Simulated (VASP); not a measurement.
Write the native input for VASP 6.6.1 that does the following.

* Task: single point
* Functional: r2SCAN
* Potentials or basis: VASP PAW PBE potentials, release 64 (Eu)
* Cutoff: 520 eV
* k mesh: 3 × 3 × 3
* Occupations: fermi-dirac, width 0.05 eV
* Spin: collinear spin, ferromagnetic start
* Starting moments: [7.31] μB
* Dipole correction: no
* Further INCAR settings: ALGO = Normal; EDIFF = 1e-06; NBANDS = 18

Eu:

```
CELL_PARAMETERS angstrom
-2.22747 2.22747 2.22747
2.22747 -2.22747 2.22747
2.22747 2.22747 -2.22747
ATOMIC_POSITIONS crystal
Eu 0.00000 0.00000 0.00000
```

One way to write it, as run:

POSCAR

```
Eu
1.0
   -2.2274745855      2.2274745855      2.2274745855
    2.2274745855     -2.2274745855      2.2274745855
    2.2274745855      2.2274745855     -2.2274745855
Eu
1
Direct
    0.0000000000      0.0000000000      0.0000000000
```

INCAR.step1

```
PREC = Accurate ; ENCUT = 520
ISMEAR = -1 ; SIGMA = 0.05
LREAL = False ; LASPH = True
NELM = 150 ; ISPIN = 2
MAGMOM = 7.31 ; LMAXMIX = 6
NBANDS = 18 ; GGA = PE
ALGO = Normal ; EDIFF = 1E-4
LWAVE = True ; LCHARG = False
```

INCAR.step2

```
PREC = Accurate ; ENCUT = 520
EDIFF = 1E-6 ; ISMEAR = -1
SIGMA = 0.05 ; LREAL = False
LASPH = True ; NELM = 150
ALGO = Normal ; ISIF = 2
LWAVE = False ; LCHARG = False
ISPIN = 2 ; MAGMOM = 7.31
LORBIT = 11 ; LMAXMIX = 6
METAGGA = R2SCAN ; LMIXTAU = True
NBANDS = 18 ; ISTART = 1
```

KPOINTS

```
Automatic mesh
0
Gamma
  3 3 3
```

Potentials or basis: VASP PAW PBE potentials, release 64 (Eu).

The run is started by

```console
$ cat potpaw_PBE.64/Eu/POTCAR > POTCAR
$ cp INCAR.step1 INCAR
$ mpirun -np 1 vasp_std > vasp.out
$ cp INCAR.step2 INCAR
$ mpirun -np 1 vasp_std > vasp.out
```

It gave:

```yaml
Pressure: -0.8 GPa
Net_moment: 8.04 μB per cell
Site_moments: Eu +6.76 μB
Valence_electrons_inside_the_program's_atomic_spheres: Eu 14.78
```

Caveat: the k points lie up to 0.66 Å⁻¹ apart; the PAW data sets were made with another functional, which shifts forces and pressure a little.

It took 110 s on 1 thread of Intel Xeon 8259CL, with other jobs on the host, peak memory 0.2 GiB.
